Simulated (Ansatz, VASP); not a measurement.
# Zr: VASP beside Ansatz

```
CELL_PARAMETERS angstrom
3.22212 0.00000 0.00000
-1.61106 2.79044 0.00000
0.00000 0.00000 5.19503
ATOMIC_POSITIONS crystal
Zr 0.33333 0.66667 0.25000
Zr 0.66667 0.33333 0.75000
```

Alike in both runs: functional PBE; k mesh 6 × 6 × 4; occupations gaussian, width 0.1 eV; no spin polarisation.

Ansatz relaxed the structure, and its values are those at the end. VASP's run is a single point on that final structure, the one shown.

|  | VASP | Ansatz |
| --- | --- | --- |
| version | VASP 6.6.1 | Ansatz 0.2.0 |
| potentials or method | VASP PAW PBE potentials, release 64 (Zr_sv), cutoff 520 eV | scalar-relativistic, plane waves, PAW |
| valence electrons in the cell | 24 | 24 |

```tsv
	VASP	Ansatz	Ansatz less VASP
gap on the k mesh at the Fermi level (eV)	none	none	-
pressure (GPa)	0.0	0.0	-0.01
```

A gap of «none» marks a metal or a gap that the smearing closes.

The k mesh is coarse, so the values compare programs but aren't converged.
